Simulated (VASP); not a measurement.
# Ru in VASP: notebook

The runs below take Ru through single point, with PBEsol.

All numbers are computed with VASP 6.6.1; they aren't measurements. Logs are shortened: lines on timing, memory, paths and dates and some standing lists are left out, and cuts for length are marked.

### 1 The cell of the first run

Symmetry: P6_3/mmc, No. 194, hexagonal system. Conventional cell: a = 2.706 Å, b = 2.706 Å, c = 4.410 Å, α = 90.00°, β = 90.00°, γ = 120.00°. Ru (site symmetry -6m2) has 12 Ru at 2.70 to 2.71 Å within 3.6 Å.

### 2 Single point, PBEsol (zz strain of +3 %)

INCAR

```
SYSTEM = Ru
  PREC = Accurate
  ENCUT = 520
  EDIFF = 1E-6
  ISMEAR = -1
  SIGMA = 0.03
  LREAL = .False.
  LASPH = .True.
  NELM = 100
  ALGO = Normal
  ISIF = 2
  LWAVE = .False.
  LCHARG = .False.
  GGA = PS
  NBANDS = 21
```

KPOINTS

```
regular mesh
0
Gamma
  14 14 8
  0 0 0
```

POSCAR

```
Ru
1.0
    2.7057993342      0.0000000000      0.0000000000
   -1.3528996671      2.3432909610      0.0000000000
    0.0000000000      0.0000000000      4.4103570000
Ru
2
Direct
    0.3333333333      0.6666666667      0.2500000000
    0.6666666667      0.3333333333      0.7500000000
```

Potentials or basis: VASP PAW PBE potentials, release 64 (Ru_pv).

The run is started by

```sh
cat potpaw_PBE.64/Ru_pv/POTCAR > POTCAR
mpirun -np 1 vasp_std > vasp.out
```

OUTCAR:

```text
SYSTEM = Ru
   PREC = Accurate
   ENCUT = 520
   EDIFF = 1E-6
   ISMEAR = -1
   LREAL = .False.
   LASPH = .True.
   NELM = 100
   ISIF = 2
   GGA = PS

 ion  position               nearest neighbor table
   1  0.333  0.667  0.250-   2 2.70   2 2.70   2 2.70   2 2.70   2 2.70   2 2.70
   2  0.667  0.333  0.750-   1 2.70   1 2.70   1 2.70   1 2.70   1 2.70   1 2.70

  LATTYP: Found a hexagonal cell.
 ALAT       =     2.7057993342
 C/A-ratio  =     1.6299645522

  Lattice vectors:

 A1 = (   2.7057993342,   0.0000000000,   0.0000000000)
 A2 = (  -1.3528996671,   2.3432909610,   0.0000000000)
 A3 = (   0.0000000000,   0.0000000000,   4.4103570000)

Analysis of symmetry for initial positions (statically):
=====================================================================
 Subroutine PRICEL returns:
 Original cell was already a primitive cell.

 Routine SETGRP: Setting up the symmetry group for a
 hexagonal supercell.

 Subroutine GETGRP returns: Found 24 space group operations
 (whereof 12 operations were pure point group operations)
 out of a pool of 24 trial point group operations.

The static configuration has the point symmetry D_3d.
 The point group associated with its full space group is D_6h.

Analysis of symmetry for dynamics (positions and initial velocities):
=====================================================================
 Subroutine PRICEL returns:
 Original cell was already a primitive cell.

 Routine SETGRP: Setting up the symmetry group for a
 hexagonal supercell.

 Subroutine GETGRP returns: Found 24 space group operations
 (whereof 12 operations were pure point group operations)
 out of a pool of 24 trial point group operations.

The dynamic configuration has the point symmetry D_3d.
 The point group associated with its full space group is D_6h.

 Subroutine INISYM returns: Found 24 space group operations
 (whereof 12 operations are pure point group operations),
 and found     1 'primitive' translations

----------------------------------------------------------------------------------------

                                     Primitive cell

  volume of cell :      27.9638

  direct lattice vectors                    reciprocal lattice vectors
     2.705799334  0.000000000  0.000000000     0.369576556  0.213375124  0.000000000
    -1.352899667  2.343290961  0.000000000     0.000000000  0.426750249  0.000000000
     0.000000000  0.000000000  4.410357000     0.000000000  0.000000000  0.226739015

  length of vectors
[... 80 lines left out ...]
   ENCUT  =  520.0 eV  38.22 Ry    6.18 a.u.   5.03  5.03  8.20*2*pi/ulx,y,z
   NELM   =    100;   NELMIN=  2; NELMDL= -5     # of ELM steps
   EDIFF  = 0.1E-05   stopping-criterion for ELM
   LREAL  =      F    real-space projection
   EDIFFG = 0.1E-04   stopping-criterion for IOM
   NSW    =      0    number of steps for IOM
   IBRION =     -1    ionic relax: 0-MD 1-quasi-New 2-CG
   NFREE  =      0    steps in history (QN), initial steepest desc. (CG)
   ISIF   =      2    stress and relaxation
   ISYM   =      2    0-nonsym 1-usesym 2-fastsym
   POTIM  = 0.5000    time-step for ionic-motion
   TEBEG  =    0.0;   TEEND  =   0.0 temperature during run
   PSTRESS=    0.0 pullay stress
   NELECT =      28.0000    total number of electrons
   NUPDOWN=      -1.0000    fix difference up-down
   EMIN   =  10.00;   EMAX   =-10.00  energy-range for DOS
   EFERMI =   0.00;   METHOD = LEGACY
   ISMEAR =    -1;   SIGMA  =   0.03  broadening in eV -4-tet -1-fermi 0-gaus
   EFERMI_NEDOS =   21; number of points for ismear=-14 and -15
   IALGO  =     38    algorithm
   IMIX   =      4    mixing-type and parameters
     AMIX     =   0.40;   BMIX     =  1.00
     AMIX_MAG =   1.60;   BMIX_MAG =  1.00
  volume/ion in A,a.u.               =      13.98        94.35
  Fermi-wavevector in a.u.,A,eV,Ry     =   1.637806  3.095004 36.496361  2.682407
  Thomas-Fermi vector in A             =   2.728884
   LORBIT       =      0    0 simple, 1 ext, 2 COOP (PROOUT), +10 PAW based schemes
   GGA     = PS    functional components
   LHFCALC =     F    Hartree Fock is set to
   AEXX    =    0.0000 exact exchange contribution
   IVDW    =     0    specifies the selected vdW correction
   LEPSILON=     F    determine dielectric tensor
   LRPA    =     F    only Hartree local field effects (RPA)
 non-spin polarized calculation
  energy-cutoff  :      520.00
  volume of cell :       27.96
 maximum number of plane-waves:       772
 NGX is ok and might be reduce to    20
   NGX =  9   NGY =  9   NGZ = 17

 number of electron      28.0000006 magnetization

 Free energy of the ion-electron system (eV)
  ---------------------------------------------------
  ext. energy  EPLUGINS =         0.00000000
  ---------------------------------------------------
  free energy    TOTEN  =       -20.24440634 eV

  energy without entropy =      -20.23666582  energy(sigma->0) =      -20.24053608

 E-fermi :  12.1525     XC(G=0): -14.1002

 val. band max:       12.1516316877   @ k =   0.1429   0.1429   0.1250
 cond. band min:      12.1745302901   @ k =   0.2857  -0.0000   0.2500
 fundamental gap:      0.0228986024
 Fermi energy:        12.1524758884

 k-point     1 :       0.0000    0.0000    0.0000
  band No.  band energies     occupation
      1     -31.2862      2.00000
      2     -30.4311      2.00000
      3     -30.4311      2.00000
      4     -30.3098      2.00000
      5     -30.2981      2.00000
      6     -30.2981      2.00000
[... 565 lines left out ...]
     20      22.4868      0.00000
     21      22.4873      0.00000

 [... further k-points ...]

------------------------ aborting loop because EDIFF is reached ----------------------------------------

  FORCE on cell =-STRESS in cart. coord.  units (eV):
  Direction    XX          YY          ZZ          XY          YZ          ZX
  --------------------------------------------------------------------------------------
  -------------------------------------------------------------------------------------
  Total       -1.7539896     -1.7539896     -4.3769589      0.0000000      0.0000000      0.0000000
  in kB     -100.4944449   -100.4944449   -250.7768850      0.0000000      0.0000000      0.0000000
  external PRESSURE =    -150.5885916 kB  Pullay stress =       0.0000000 kB

 VOLUME and BASIS-vectors are now :
 -----------------------------------------------------------------------------
  energy-cutoff  :      520.00
  volume of cell :       27.96
      direct lattice vectors                 reciprocal lattice vectors
     2.705799334  0.000000000  0.000000000     0.369576556  0.213375124  0.000000000
    -1.352899667  2.343290961  0.000000000     0.000000000  0.426750249  0.000000000
     0.000000000  0.000000000  4.410357000     0.000000000  0.000000000  0.226739015

 POSITION                                       TOTAL-FORCE (eV/Angst)
 -----------------------------------------------------------------------------------
     -0.00000      1.56219      1.10259        -0.000000      0.000000      0.000000
      1.35290      0.78110      3.30777         0.000000     -0.000000      0.000000
 -----------------------------------------------------------------------------------
    total drift:                               -0.000000      0.000000     -0.000000

  FREE ENERGIE OF THE ION-ELECTRON SYSTEM (eV)
  ---------------------------------------------------
  free  energy   TOTEN  =       -20.2444063428 eV

  energy  without entropy=      -20.2366658171  energy(sigma->0) =      -20.24053608
```

Run time: 1.9 min. Hardware: 1 thread of Intel Xeon 8259CL, shared host; peak memory 0.18 GiB.

What came out:

- Free energy: -20.2444 eV
- Pressure: -15.1 GPa
- Band gap on the k mesh: zero (bands 14 and 15 overlap by 3.07 eV)

Stress tensor (GPa, compression positive):
```
-10.05   0.00   0.00
  0.00 -10.05   0.00
  0.00   0.00 -25.08
```

Caveat: the cell differs from its parent crystal (zz strain of +3 %); the cell stands under tension; the PAW data sets were made with another functional, which shifts forces and pressure a little.

### 3 Single point, PBEsol (equal xy, yz and zx shear strains of -1 %)

INCAR

```
SYSTEM = Ru
ALGO     = Normal         ! electronic algorithm
EDIFF    = 1E-6           ! SCF threshold, eV
ENCUT    = 520            ! plane-wave cutoff, eV
GGA      = PS             ! functional
ISIF     = 2              ! what is computed and relaxed
ISMEAR   = -1             ! smearing method
LASPH    = .TRUE.         ! aspherical terms in the spheres
LCHARG   = .TRUE.         ! write CHGCAR
LELF     = .TRUE.         ! ELF
LREAL    = .FALSE.        ! projectors in reciprocal space
LVHAR    = .TRUE.       
LWAVE    = .FALSE.        ! write WAVECAR
NBANDS   = 21             ! bands
NELM     = 80             ! most SCF steps
PREC     = Accurate       ! precision mode
SIGMA    = 0.03           ! smearing width, eV
```

KPOINTS

```
k-points
0
G
  14 14 8
  0 0 0
```

POSCAR

```
Ru
1.0
    2.7057993342     -0.0135289967     -0.0135289967
   -1.3646161219      2.3500554593     -0.0049519565
   -0.0214095000     -0.0214095000      4.2819000000
Ru
2
Direct
    0.3333333333      0.6666666667      0.2500000000
    0.6666666667      0.3333333333      0.7500000000
```

Potentials or basis: VASP PAW PBE potentials, release 64 (Ru_pv).

The run is started by

```sh
cat potpaw_PBE.64/Ru_pv/POTCAR > POTCAR
mpirun -np 1 vasp_std > vasp.out
```

OUTCAR:

```text
SYSTEM = Ru
   EDIFF = 1E-6
   ENCUT = 520
   GGA = PS
   ISIF = 2
   ISMEAR = -1
   LASPH = .TRUE.
   LREAL = .FALSE.
   NELM = 80
   PREC = Accurate

 ion  position               nearest neighbor table
   1  0.333  0.667  0.250-   2 2.63   2 2.64   2 2.65   2 2.66   2 2.66   2 2.66
   2  0.667  0.333  0.750-   1 2.63   1 2.64   1 2.65   1 2.66   1 2.66   1 2.66

  LATTYP: Found a triclinic cell.
 ALAT       =     2.6941547589
 B/A-ratio  =     1.0043472705
 C/A-ratio  =     1.5893693679
 COS(alpha) =     0.0099745013
 COS(beta)  =     0.0136846555
 COS(gamma) =     0.4934979113

  Lattice vectors:

 A1 = (   1.3411832123,   2.3365264626,  -0.0184809532)
 A2 = (   2.7057993342,  -0.0135289967,  -0.0135289967)
 A3 = (   0.0214095000,   0.0214095000,  -4.2819000000)

Analysis of symmetry for initial positions (statically):
=====================================================================
 Subroutine PRICEL returns:
 Original cell was already a primitive cell.

 Routine SETGRP: Setting up the symmetry group for a
 triclinic supercell.

 Subroutine GETGRP returns: Found  2 space group operations
 (whereof  2 operations were pure point group operations)
 out of a pool of  2 trial point group operations.

The static configuration has the point symmetry S_2 .

Analysis of symmetry for dynamics (positions and initial velocities):
=====================================================================
 Subroutine PRICEL returns:
 Original cell was already a primitive cell.

 Routine SETGRP: Setting up the symmetry group for a
 triclinic supercell.

 Subroutine GETGRP returns: Found  2 space group operations
 (whereof  2 operations were pure point group operations)
 out of a pool of  2 trial point group operations.

The dynamic configuration has the point symmetry S_2 .

 Subroutine INISYM returns: Found  2 space group operations
 (whereof  2 operations are pure point group operations),
 and found     1 'primitive' translations

[... 108 lines left out ...]
   EFERMI =   0.00;   METHOD = LEGACY
   ISMEAR =    -1;   SIGMA  =   0.03  broadening in eV -4-tet -1-fermi 0-gaus
   EFERMI_NEDOS =   21; number of points for ismear=-14 and -15
   IALGO  =     38    algorithm
   IMIX   =      4    mixing-type and parameters
     AMIX     =   0.40;   BMIX     =  1.00
     AMIX_MAG =   1.60;   BMIX_MAG =  1.00
  volume/ion in A,a.u.               =      13.57        91.60
  Fermi-wavevector in a.u.,A,eV,Ry     =   1.654064  3.125728 37.224554  2.735928
  Thomas-Fermi vector in A             =   2.742395
   LORBIT       =      0    0 simple, 1 ext, 2 COOP (PROOUT), +10 PAW based schemes
   GGA     = PS    functional components
   LHFCALC =     F    Hartree Fock is set to
   AEXX    =    0.0000 exact exchange contribution
   IVDW    =     0    specifies the selected vdW correction
   LEPSILON=     F    determine dielectric tensor
   LRPA    =     F    only Hartree local field effects (RPA)
 non-spin polarized calculation
  energy-cutoff  :      520.00
  volume of cell :       27.15
 maximum number of plane-waves:       752
   NGX = 11   NGY = 11   NGZ = 15

 number of electron      28.0000008 magnetization

 Free energy of the ion-electron system (eV)
  ---------------------------------------------------
  ext. energy  EPLUGINS =         0.00000000
  ---------------------------------------------------
  free energy    TOTEN  =       -20.32395278 eV

  energy without entropy =      -20.31714168  energy(sigma->0) =      -20.32054723

 E-fermi :  12.6884     XC(G=0): -14.2823

 val. band max:       12.6840725756   @ k =   0.2857  -0.2857   0.1250
 cond. band min:      12.6911713288   @ k =  -0.2857   0.2857   0.1250
 fundamental gap:      0.0070987532
 Fermi energy:        12.6883968428

 k-point     1 :       0.0000    0.0000    0.0000
  band No.  band energies     occupation
      1     -30.9053      2.00000
      2     -29.9631      2.00000
      3     -29.9536      2.00000
      4     -29.7923      2.00000
      5     -29.7856      2.00000
      6     -29.7496      2.00000
[... 565 lines left out ...]
     20      22.9787      0.00000
     21      23.0255      0.00000

 [... further k-points ...]

------------------------ aborting loop because EDIFF is reached ----------------------------------------

  FORCE on cell =-STRESS in cart. coord.  units (eV):
  Direction    XX          YY          ZZ          XY          YZ          ZX
  --------------------------------------------------------------------------------------
  -------------------------------------------------------------------------------------
  Total       -0.9359189     -0.9368301     -1.2773751      0.3331040      0.3354183      0.3352975
  in kB      -55.2361178    -55.2898963    -75.3882041     19.6591518     19.7957358     19.7886065
  external PRESSURE =     -61.9714061 kB  Pullay stress =       0.0000000 kB

 VOLUME and BASIS-vectors are now :
 -----------------------------------------------------------------------------
  energy-cutoff  :      520.00
  volume of cell :       27.15
      direct lattice vectors                 reciprocal lattice vectors
     2.705799334 -0.013528997 -0.013528997     0.370667420  0.215243109  0.002929553
    -1.364616122  2.350055459 -0.004951957     0.002144581  0.426771694  0.002144581
    -0.021409500 -0.021409500  4.281900000     0.001173633  0.001173633  0.233552921

 POSITION                                       TOTAL-FORCE (eV/Angst)
 -----------------------------------------------------------------------------------
     -0.01316      1.55684      1.06266         0.047991     -0.001122      0.004607
      1.33294      0.75828      3.20076        -0.047991      0.001122     -0.004607
 -----------------------------------------------------------------------------------
    total drift:                                0.000000     -0.000000      0.000000

  FREE ENERGIE OF THE ION-ELECTRON SYSTEM (eV)
  ---------------------------------------------------
  free  energy   TOTEN  =       -20.3239527821 eV

  energy  without entropy=      -20.3171416820  energy(sigma->0) =      -20.32054723
```

OSZICAR:

```text
N       E                     dE             d eps       ncg     rms          rms(c)
DAV:   1     0.286012674687E+03    0.28601E+03   -0.17553E+04 33200   0.148E+03
DAV:   2    -0.160236118751E+02   -0.30204E+03   -0.29289E+03 33956   0.445E+02
DAV:   3    -0.218973317457E+02   -0.58737E+01   -0.58361E+01 38826   0.694E+01
DAV:   4    -0.219412732456E+02   -0.43941E-01   -0.43880E-01 41998   0.573E+00
DAV:   5    -0.219418457719E+02   -0.57253E-03   -0.56909E-03 37623   0.581E-01    0.193E+01
DAV:   6    -0.204193073561E+02    0.15225E+01   -0.34277E+00 39006   0.180E+01    0.481E+00
DAV:   7    -0.203346957854E+02    0.84612E-01   -0.60261E-01 38056   0.540E+00    0.888E-01
DAV:   8    -0.203258903131E+02    0.88055E-02   -0.17418E-02 36221   0.116E+00    0.471E-01
DAV:   9    -0.203239411486E+02    0.19492E-02   -0.18991E-03 37556   0.476E-01    0.348E-02
DAV:  10    -0.203239531022E+02   -0.11954E-04   -0.80633E-05 37831   0.918E-02    0.200E-02
DAV:  11    -0.203239527821E+02    0.32011E-06   -0.54798E-06 37626   0.222E-02
   1 F= -.20323953E+02 E0= -.20320547E+02  d E =-.681110E-02
```

stdout:

```text
POSCAR found type information on POSCAR Ru
 POSCAR found :  1 types and       2 ions
 scaLAPACK will be used
 -----------------------------------------------------------------------------
|                                                                             |
|                                                                             |
|     You enforced a specific xc type in the INCAR file but a different       |
|     I HOPE YOU KNOW WHAT YOU ARE DOING!                                     |
|                                                                             |
 -----------------------------------------------------------------------------

 LDA part: xc-table for (Slater+PW92), standard interpolation
 POSCAR, INCAR and KPOINTS ok, starting setup
 FFT: planning ... GRIDC
 FFT: planning ... GRID_SOFT
 FFT: planning ... GRID
 WAVECAR not read
 entering main loop
```

Run time: 2.5 min. Hardware: 1 thread of AMD EPYC 9R45 (Zen 5), shared host; peak memory 0.39 GiB.

Results:

* Free energy: -20.3240 eV
* Pressure: -6.2 GPa
* Largest force: 0.048 eV/Å
* Band gap on the k mesh: zero (bands 14 and 15 overlap by 3.17 eV)

Forces in eV/Å, atoms in the order of the input:
```
Ru   0.048 -0.001  0.005
Ru  -0.048  0.001 -0.005
```

Stress tensor (GPa, compression positive):
```
-5.52  1.97  1.98
 1.97 -5.53  1.98
 1.98  1.98 -7.54
```

Levels at points of the mesh, in eV from the Fermi level:
```tsv
k point	band 12	band 13	band 14	band 15	band 16	band 17
(0.00, 0.00, 0.00)	-1.99	-1.82	-1.40	-1.35	1.18	1.23
(0.50, 0.00, 0.00)	-1.78	-1.45	1.48	1.89	1.94	4.11
(0.00, 0.50, 0.00)	-1.81	-1.51	1.46	1.87	1.95	4.07
(0.50, 0.50, 0.00)	-1.85	-1.56	1.44	1.86	1.96	4.03
(0.00, 0.00, 0.50)	-2.76	-2.64	-2.64	0.47	0.51	0.63
(0.50, 0.00, 0.50)	-1.07	0.43	0.49	1.70	1.76	3.37
(0.00, 0.50, 0.50)	-1.03	0.42	0.46	1.69	1.73	3.34
(0.50, 0.50, 0.50)	-1.00	0.42	0.43	1.69	1.70	3.32
```

Caveat: the cell differs from its parent crystal (equal xy, yz and zx shear strains of -1 %); the cell stands under tension; the PAW data sets were made with another functional, which shifts forces and pressure a little.
